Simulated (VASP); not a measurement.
## GaN: single point with PBEsol

System: GaN, a slab with vacuum.

```
N Ga
1.0
     3.18258    0.00000    0.00000
    -1.59129    2.75619    0.00000
     0.00000    0.00000   28.60339
N Ga
6 6
Direct
  0.33333 0.66667 0.26221
  0.66667 0.33333 0.35285
  0.33333 0.66667 0.44349
  0.66667 0.33333 0.53414
  0.33333 0.66667 0.62478
  0.66667 0.33333 0.71542
  0.66667 0.33333 0.28458
  0.33333 0.66667 0.37522
  0.66667 0.33333 0.46586
  0.33333 0.66667 0.55651
  0.66667 0.33333 0.64715
  0.33333 0.66667 0.73779
```

```
Program                : VASP 6.6.1
Task                   : single point
Functional             : PBEsol
Potentials or basis    : VASP PAW PBE potentials, release 64 (N, Ga_d)
Cutoff                 : 520 eV
k mesh                 : 9 × 9 × 1
Occupations            : gaussian, width 0.05 eV
Spin                   : no spin polarisation
Dipole correction      : yes
Further INCAR settings : ALGO = Normal; EDIFF = 1e-07; NBANDS = 66
```

| Item | Value |
| --- | --- |
| Largest force | 1.937 eV/Å |
| Band gap on the k mesh | zero (bands 54 and 55 overlap by 0.49 eV) |

Forces on the atoms (eV/Å):
```
N    0.000  0.000  1.502
N    0.000  0.000  0.830
N    0.000  0.000  0.493
N    0.000  0.000  0.471
N    0.000  0.000  0.426
N    0.000  0.000  0.401
Ga   0.000  0.000 -1.937
Ga   0.000  0.000 -0.614
Ga   0.000  0.000 -0.475
Ga   0.000  0.000 -0.481
Ga   0.000  0.000 -0.697
Ga   0.000  0.000  0.080
```

Levels at points of the mesh, in eV from the Fermi level:
```tsv
k point	band 51	band 52	band 53	band 54	band 55	band 56	band 57	band 58
(0.00, 0.00, 0.00)	-0.70	-0.70	-0.21	0.45	0.45	1.56	2.44	2.61
```

Wall time 11 min on 1 thread of AMD EPYC 9R45 96-Core Processor (Zen 5) (shared host), peak memory 0.39 GiB.

Caveat: the PAW data sets were made with another functional, which shifts forces and pressure a little.
